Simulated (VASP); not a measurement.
# BaTe (Fm-3m) in VASP: further runs

The runs below take BaTe through single point, with LDA.

All numbers are computed with VASP 6.6.1; they aren't measurements. Logs are shortened: lines on timing, memory, paths and dates and some standing lists are left out, and cuts for length are marked.

### Step 1. The cell of the first run

The structure is cubic, space group Fm-3m (No. 225). The conventional cell has a = 6.868 Å, b = 6.868 Å, c = 6.868 Å, α = 90.00°, β = 90.00°, γ = 90.00°. Ba (site symmetry m-3m) has 6 Te at 3.43 Å within 4.5 Å. Te (site symmetry m-3m) has 6 Ba at 3.43 Å within 4.5 Å.

### Step 2. Single point, LDA

INCAR reads:

```
SYSTEM = BaTe
ALGO     = Normal         ! electronic algorithm
EDIFF    = 1E-6           ! SCF threshold, eV
ENCUT    = 500            ! plane-wave cutoff, eV
GGA      = CA             ! functional
GGA_COMPAT= .FALSE.      
ISIF     = 2              ! what is computed and relaxed
ISMEAR   = 0              ! smearing method
LASPH    = .TRUE.         ! aspherical terms in the spheres
LCHARG   = .FALSE.        ! write CHGCAR
LREAL    = .FALSE.        ! projectors in reciprocal space
LWAVE    = .FALSE.        ! write WAVECAR
NBANDS   = 15             ! bands
NELM     = 120            ! most SCF steps
PREC     = Accurate       ! precision mode
SIGMA    = 0.05           ! smearing width, eV
```

KPOINTS reads:

```
k-points
0
G
  4 4 4
  0 0 0
```

POSCAR reads:

```
BaTe
1.0
    0.0000000000      3.4341712905      3.4341712905
    3.4341712905      0.0000000000      3.4341712905
    3.4341712905      3.4341712905      0.0000000000
Ba Te
1 1
Direct
    0.0000000000      0.0000000000      0.0000000000
    0.5000000000      0.5000000000      0.5000000000
```

Potentials or basis: VASP PAW LDA potentials, release 64 (Ba_sv, Te).

Run with:

```console
cat potpaw_LDA.64/Ba_sv/POTCAR potpaw_LDA.64/Te/POTCAR > POTCAR
mpirun -np 1 vasp_std > vasp.out
```

OUTCAR:

```text
SYSTEM = BaTe
   EDIFF = 1E-6
   ENCUT = 500
   GGA = CA
   ISIF = 2
   ISMEAR = 0
   LASPH = .TRUE.
   LREAL = .FALSE.
   NELM = 120
   PREC = Accurate

 ion  position               nearest neighbor table
   1  0.000  0.000  0.000-   2 3.43   2 3.43   2 3.43   2 3.43   2 3.43   2 3.43
   2  0.500  0.500  0.500-   1 3.43   1 3.43   1 3.43   1 3.43   1 3.43   1 3.43

  LATTYP: Found a face centered cubic cell.
 ALAT       =     6.8683425810

  Lattice vectors:

 A1 = (   0.0000000000,   3.4341712905,   3.4341712905)
 A2 = (   3.4341712905,   0.0000000000,   3.4341712905)
 A3 = (   3.4341712905,   3.4341712905,   0.0000000000)

Analysis of symmetry for initial positions (statically):
=====================================================================
 Subroutine PRICEL returns:
 Original cell was already a primitive cell.

 Routine SETGRP: Setting up the symmetry group for a
 face centered cubic supercell.

 Subroutine GETGRP returns: Found 48 space group operations
 (whereof 48 operations were pure point group operations)
 out of a pool of 48 trial point group operations.

The static configuration has the point symmetry O_h .

Analysis of symmetry for dynamics (positions and initial velocities):
=====================================================================
 Subroutine PRICEL returns:
 Original cell was already a primitive cell.

 Routine SETGRP: Setting up the symmetry group for a
 face centered cubic supercell.

 Subroutine GETGRP returns: Found 48 space group operations
 (whereof 48 operations were pure point group operations)
 out of a pool of 48 trial point group operations.

The dynamic configuration has the point symmetry O_h .

 Subroutine INISYM returns: Found 48 space group operations
 (whereof 48 operations are pure point group operations),
 and found     1 'primitive' translations

----------------------------------------------------------------------------------------

                                     Primitive cell

  volume of cell :      81.0020

  direct lattice vectors                    reciprocal lattice vectors
     0.000000000  3.434171291  3.434171291    -0.145595533  0.145595533  0.145595533
     3.434171291  0.000000000  3.434171291     0.145595533 -0.145595533  0.145595533
     3.434171291  3.434171291  0.000000000     0.145595533  0.145595533 -0.145595533

  length of vectors
     4.856651615  4.856651615  4.856651615     0.252178861  0.252178861  0.252178861

  position of ions in fractional coordinates (direct lattice)
[... 72 lines left out ...]
   PSTRESS=    0.0 pullay stress
   NELECT =      16.0000    total number of electrons
   NUPDOWN=      -1.0000    fix difference up-down
   EMIN   =  10.00;   EMAX   =-10.00  energy-range for DOS
   EFERMI =   0.00;   METHOD = LEGACY
   ISMEAR =     0;   SIGMA  =   0.05  broadening in eV -4-tet -1-fermi 0-gaus
   EFERMI_NEDOS =   21; number of points for ismear=-14 and -15
   IALGO  =     38    algorithm
   IMIX   =      4    mixing-type and parameters
     AMIX     =   0.40;   BMIX     =  1.00
     AMIX_MAG =   1.60;   BMIX_MAG =  1.00
  volume/ion in A,a.u.               =      40.50       273.31
  Fermi-wavevector in a.u.,A,eV,Ry     =   0.953417  1.801697 12.367749  0.909004
  Thomas-Fermi vector in A             =   2.082070
   LORBIT       =      0    0 simple, 1 ext, 2 COOP (PROOUT), +10 PAW based schemes
   GGA     = CA    functional components
   LHFCALC =     F    Hartree Fock is set to
   AEXX    =    0.0000 exact exchange contribution
   IVDW    =     0    specifies the selected vdW correction
   LEPSILON=     F    determine dielectric tensor
   LRPA    =     F    only Hartree local field effects (RPA)
 non-spin polarized calculation
 Gauss-broadening in eV      SIGMA  =   0.05
  energy-cutoff  :      500.00
  volume of cell :       81.00
 maximum number of plane-waves:      2085
   NGX = 17   NGY = 17   NGZ = 17

 number of electron      16.0000000 magnetization

 Free energy of the ion-electron system (eV)
  ---------------------------------------------------
  ext. energy  EPLUGINS =         0.00000000
  ---------------------------------------------------
  free energy    TOTEN  =        -9.59700052 eV

  energy without entropy =       -9.59700052  energy(sigma->0) =       -9.59700052

 E-fermi :   2.7221     XC(G=0):  -8.7639

 val. band max:        2.4724541596   @ k =   0.0000   0.0000   0.0000
 cond. band min:       3.7207725370   @ k =   0.5000   0.5000   0.0000
 fundamental gap:      1.2483183774
 Fermi energy:         2.7221372487

 k-point     1 :       0.0000    0.0000    0.0000
  band No.  band energies     occupation
      1     -24.3561      2.00000
      2      -9.5406      2.00000
      3      -9.5406      2.00000
      4      -9.5406      2.00000
      5      -7.2631      2.00000
      6       2.4725      2.00000
      7       2.4725      2.00000
      8       2.4725      2.00000
      9       5.2289      0.00000
     10       5.2289      0.00000
     11       5.2289      0.00000
     12       5.3851      0.00000
     13       5.9609      0.00000
     14       5.9609      0.00000
[... 113 lines left out ...]
      2      -9.7529      2.00000
      3      -9.7333      2.00000
      4      -9.7333      2.00000
      5      -6.7632      2.00000
      6       1.0530      2.00000
      7       1.4749      2.00000
      8       1.4749      2.00000
      9       5.8778      0.00000
     10       5.8778      0.00000
     11       7.3453      0.00000
     12       7.7417      0.00000
     13       8.3007      0.00000
     14      10.9102      0.00000
     15      10.9473      0.00000

------------------------ aborting loop because EDIFF is reached ----------------------------------------

  FORCE on cell =-STRESS in cart. coord.  units (eV):
  Direction    XX          YY          ZZ          XY          YZ          ZX
  --------------------------------------------------------------------------------------
  -------------------------------------------------------------------------------------
  Total        0.2617081      0.2617081      0.2617081      0.0000000      0.0000000      0.0000000
  in kB        5.1764485      5.1764485      5.1764485      0.0000000      0.0000000      0.0000000
  external PRESSURE =       5.1764485 kB  Pullay stress =       0.0000000 kB

 VOLUME and BASIS-vectors are now :
 -----------------------------------------------------------------------------
  energy-cutoff  :      500.00
  volume of cell :       81.00
      direct lattice vectors                 reciprocal lattice vectors
     0.000000000  3.434171291  3.434171291    -0.145595533  0.145595533  0.145595533
     3.434171291  0.000000000  3.434171291     0.145595533 -0.145595533  0.145595533
     3.434171291  3.434171291  0.000000000     0.145595533  0.145595533 -0.145595533

 POSITION                                       TOTAL-FORCE (eV/Angst)
 -----------------------------------------------------------------------------------
      0.00000      0.00000      0.00000         0.000000      0.000000      0.000000
      3.43417      3.43417      3.43417        -0.000000      0.000000      0.000000
 -----------------------------------------------------------------------------------
    total drift:                                0.000000      0.000000      0.000000

  FREE ENERGIE OF THE ION-ELECTRON SYSTEM (eV)
  ---------------------------------------------------
  free  energy   TOTEN  =        -9.5970005180 eV

  energy  without entropy=       -9.5970005180  energy(sigma->0) =       -9.59700052
```

OSZICAR:

```text
N       E                     dE             d eps       ncg     rms          rms(c)
DAV:   1     0.776062919453E+02    0.77606E+02   -0.62249E+03   240   0.864E+02
DAV:   2    -0.500092931456E+01   -0.82607E+02   -0.76299E+02   324   0.160E+02
DAV:   3    -0.963636718131E+01   -0.46354E+01   -0.46046E+01   334   0.386E+01
DAV:   4    -0.975477653062E+01   -0.11841E+00   -0.11838E+00   312   0.609E+00
DAV:   5    -0.975747715109E+01   -0.27006E-02   -0.27006E-02   358   0.732E-01    0.411E+00
DAV:   6    -0.962097230170E+01    0.13650E+00   -0.11764E-01   268   0.176E+00    0.264E+00
DAV:   7    -0.959754024257E+01    0.23432E-01   -0.84567E-02   296   0.150E+00    0.742E-01
DAV:   8    -0.959689515997E+01    0.64508E-03   -0.11480E-02   268   0.556E-01    0.180E-01
DAV:   9    -0.959698652502E+01   -0.91365E-04   -0.44946E-04   312   0.134E-01    0.459E-02
DAV:  10    -0.959699730888E+01   -0.10784E-04   -0.29605E-05   289   0.322E-02    0.165E-02
DAV:  11    -0.959700092811E+01   -0.36192E-05   -0.10673E-05   283   0.176E-02    0.125E-02
DAV:  12    -0.959700051799E+01    0.41012E-06   -0.31248E-06   275   0.945E-03
   1 F= -.95970005E+01 E0= -.95970005E+01  d E =-.195650E-13
```

stdout:

```text
POSCAR found type information on POSCAR BaTe
 POSCAR found :  2 types and       2 ions
 scaLAPACK will be used
 LDA part: xc-table for (Slater(with rela. corr.)+CA(PZ))
 , standard interpolation
 POSCAR, INCAR and KPOINTS ok, starting setup
 FFT: planning ... GRIDC
 FFT: planning ... GRID_SOFT
 FFT: planning ... GRID
 WAVECAR not read
 entering main loop
```

It took 24 s on 1 thread of AMD EPYC 7R13, shared host; peak memory 0.14 GiB.

What came out:

```yaml
Free_energy: -9.5970 eV
Pressure: 0.5 GPa
Band_gap_on_the_k_mesh: 1.25 eV, indirect (least direct gap 1.63 eV)
```

Levels at points of the mesh, in eV from the valence-band top:
```tsv
k point	band 4	band 5	band 6	band 7	band 8	band 9	band 10	band 11	band 12	band 13
(0.00, 0.00, 0.00)	-12.01	-9.74	0.00	0.00	0.00	2.76	2.76	2.76	2.91	3.49
(0.50, 0.00, 0.00)	-12.03	-8.81	-2.46	-1.27	-1.27	4.14	4.76	4.88	4.88	7.00
(0.50, 0.50, 0.00)	-12.12	-9.51	-1.16	-0.38	-0.38	1.25	4.46	4.71	5.77	5.81
```

Caveat: spin-orbit coupling is left out, which moves the levels of the heavy elements.

### Step 3. Single point, LDA

This run uses another cell than the first one, of 45.12 Å³/atom, 1.114 times its volume.

INCAR reads:

```
ALGO = Normal
EDIFF = 1E-6
ENCUT = 500
GGA_COMPAT = False
ISIF = 2
ISMEAR = 0
LASPH = True
LCHARG = True
LELF = True
LREAL = False
LVHAR = True
LWAVE = False
NBANDS = 15
NELM = 120
PREC = Accurate
SIGMA = 0.05
```

KPOINTS reads:

```
k-points
0
Gamma
  4 4 4
```

POSCAR reads:

```
BaTe
1.0
    0.0000000000      3.5600000000      3.5600000000
    3.5600000000      0.0000000000      3.5600000000
    3.5600000000      3.5600000000      0.0000000000
Ba Te
1 1
Direct
    0.0000000000      0.0000000000      0.0000000000
    0.5000000000      0.5000000000      0.5000000000
```

Potentials or basis: VASP PAW LDA potentials, release 64 (Ba_sv, Te).

Run with:

```console
cat potpaw_LDA.64/Ba_sv/POTCAR potpaw_LDA.64/Te/POTCAR > POTCAR
mpirun -np 1 vasp_std > vasp.out
```

OUTCAR:

```text
EDIFF = 1E-6
   ENCUT = 500
   ISIF = 2
   ISMEAR = 0
   LASPH = True
   LREAL = False
   NELM = 120
   PREC = Accurate

 ion  position               nearest neighbor table
   1  0.000  0.000  0.000-   2 3.56   2 3.56   2 3.56   2 3.56   2 3.56   2 3.56
   2  0.500  0.500  0.500-   1 3.56   1 3.56   1 3.56   1 3.56   1 3.56   1 3.56

  LATTYP: Found a face centered cubic cell.
 ALAT       =     7.1200000000

  Lattice vectors:

 A1 = (   0.0000000000,   3.5600000000,   3.5600000000)
 A2 = (   3.5600000000,   0.0000000000,   3.5600000000)
 A3 = (   3.5600000000,   3.5600000000,   0.0000000000)

Analysis of symmetry for initial positions (statically):
=====================================================================
 Subroutine PRICEL returns:
 Original cell was already a primitive cell.

 Routine SETGRP: Setting up the symmetry group for a
 face centered cubic supercell.

 Subroutine GETGRP returns: Found 48 space group operations
 (whereof 48 operations were pure point group operations)
 out of a pool of 48 trial point group operations.

The static configuration has the point symmetry O_h .

Analysis of symmetry for dynamics (positions and initial velocities):
[... 157 lines left out ...]
      6       1.7773      2.00000
      7       1.7773      2.00000
      8       1.7773      2.00000
      9       4.2660      0.00000
     10       4.6014      0.00000
     11       4.6014      0.00000
     12       4.6014      0.00000
     13       5.2172      0.00000
     14       5.2172      0.00000
[... 113 lines left out ...]
      2     -10.5954      2.00000
      3     -10.5954      2.00000
      4     -10.5941      2.00000
      5      -7.3646      2.00000
      6       0.5576      2.00000
      7       0.8442      2.00000
      8       0.8442      2.00000
      9       5.1492      0.00000
     10       5.1492      0.00000
     11       6.3227      0.00000
     12       6.6163      0.00000
     13       7.2334      0.00000
     14       9.3891      0.00000
     15       9.5621      0.00000

------------------------ aborting loop because EDIFF is reached ----------------------------------------

  FORCE on cell =-STRESS in cart. coord.  units (eV):
  Direction    XX          YY          ZZ          XY          YZ          ZX
  --------------------------------------------------------------------------------------
  -------------------------------------------------------------------------------------
  Total       -1.4975547     -1.4975547     -1.4975547     -0.0000000     -0.0000000      0.0000000
  in kB      -26.5896905    -26.5896905    -26.5896905     -0.0000000     -0.0000000      0.0000000
  external PRESSURE =     -26.5896905 kB  Pullay stress =       0.0000000 kB

 VOLUME and BASIS-vectors are now :
 -----------------------------------------------------------------------------
  energy-cutoff  :      500.00
  volume of cell :       90.24
      direct lattice vectors                 reciprocal lattice vectors
     0.000000000  3.560000000  3.560000000    -0.140449438  0.140449438  0.140449438
     3.560000000  0.000000000  3.560000000     0.140449438 -0.140449438  0.140449438
     3.560000000  3.560000000  0.000000000     0.140449438  0.140449438 -0.140449438

 POSITION                                       TOTAL-FORCE (eV/Angst)
 -----------------------------------------------------------------------------------
      0.00000      0.00000      0.00000         0.000000      0.000000      0.000000
      3.56000      3.56000      3.56000        -0.000000      0.000000     -0.000000
 -----------------------------------------------------------------------------------
    total drift:                                0.000000     -0.000000     -0.000000

  FREE ENERGIE OF THE ION-ELECTRON SYSTEM (eV)
  ---------------------------------------------------
  free  energy   TOTEN  =        -9.5261491998 eV

  energy  without entropy=       -9.5261491998  energy(sigma->0) =       -9.52614920
```

OSZICAR:

```text
N       E                     dE             d eps       ncg     rms          rms(c)
DAV:   1     0.790780559139E+02    0.79078E+02   -0.58730E+03   240   0.844E+02
DAV:   2    -0.382682560071E+01   -0.82905E+02   -0.76548E+02   303   0.150E+02
DAV:   3    -0.954800414487E+01   -0.57212E+01   -0.56749E+01   339   0.421E+01
DAV:   4    -0.970363172361E+01   -0.15563E+00   -0.15551E+00   286   0.717E+00
DAV:   5    -0.970822302013E+01   -0.45913E-02   -0.45912E-02   363   0.101E+00    0.356E+00
DAV:   6    -0.954828144608E+01    0.15994E+00   -0.15375E-01   268   0.189E+00    0.228E+00
DAV:   7    -0.952639163688E+01    0.21890E-01   -0.93080E-02   304   0.150E+00    0.762E-01
DAV:   8    -0.952616808760E+01    0.22355E-03   -0.11691E-02   254   0.570E-01    0.167E-01
DAV:   9    -0.952623467030E+01   -0.66583E-04   -0.10843E-03   282   0.187E-01    0.605E-02
DAV:  10    -0.952614455037E+01    0.90120E-04   -0.20965E-04   289   0.862E-02    0.148E-02
DAV:  11    -0.952615124528E+01   -0.66949E-05   -0.39177E-05   290   0.313E-02    0.141E-02
DAV:  12    -0.952614915745E+01    0.20878E-05   -0.70470E-06   289   0.131E-02    0.127E-03
DAV:  13    -0.952614919981E+01   -0.42356E-07   -0.31957E-07   155   0.290E-03
   1 F= -.95261492E+01 E0= -.95261492E+01  d E =-.181378E-14
```

Wall time 33 s (1 thread of AMD EPYC 7R13, shared host); peak memory 0.16 GiB.

Results:

```
Free energy            : -9.5261 eV
Pressure               : -2.7 GPa
Band gap on the k mesh : 1.49 eV, indirect (least direct gap 1.87 eV)
```

Caveat: spin-orbit coupling is left out, which moves the levels of the heavy elements. Expect the measured gap to be larger: semilocal functionals such as LDA lack the derivative discontinuity.

[end of part 1 of 2]
